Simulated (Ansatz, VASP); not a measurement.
## Two plane-wave programs on Au

```xyz
1
Lattice="-1.6376 1.6376 1.6376 1.6376 -1.6376 1.6376 1.6376 1.6376 -1.6376" Properties=species:S:1:pos:R:3 pbc="T T T"
Au    0.0000    0.0000    0.0000
```

Alike in both runs: functional r2SCAN; k mesh 18 × 18 × 18; occupations gaussian, width 0.1 eV; no spin polarisation.

Ansatz relaxed the structure, and its values are those at the end. VASP's run is a single point on that final structure, the one shown.

```csv
,VASP,Ansatz
version,VASP 6.6.1,Ansatz 0.2.0
potentials or method,"VASP PAW PBE potentials, release 64 (Au), cutoff 520 eV","scalar-relativistic, plane waves, PAW"
valence electrons in the cell,11,19
```

```tsv
	VASP	Ansatz	Ansatz less VASP
gap on the k mesh at the Fermi level (eV)	none	none	-
pressure (GPa)	0.3	0.0	-0.28
```

VASP's potentials were made for PBE, not for r2SCAN. A gap of «none» marks a metal or a gap that the smearing closes. VASP's potentials hold 11 valence electrons a cell and Ansatz's 19, so a difference there can come from the potentials and not from the codes.

Neither program's run includes spin-orbit coupling.
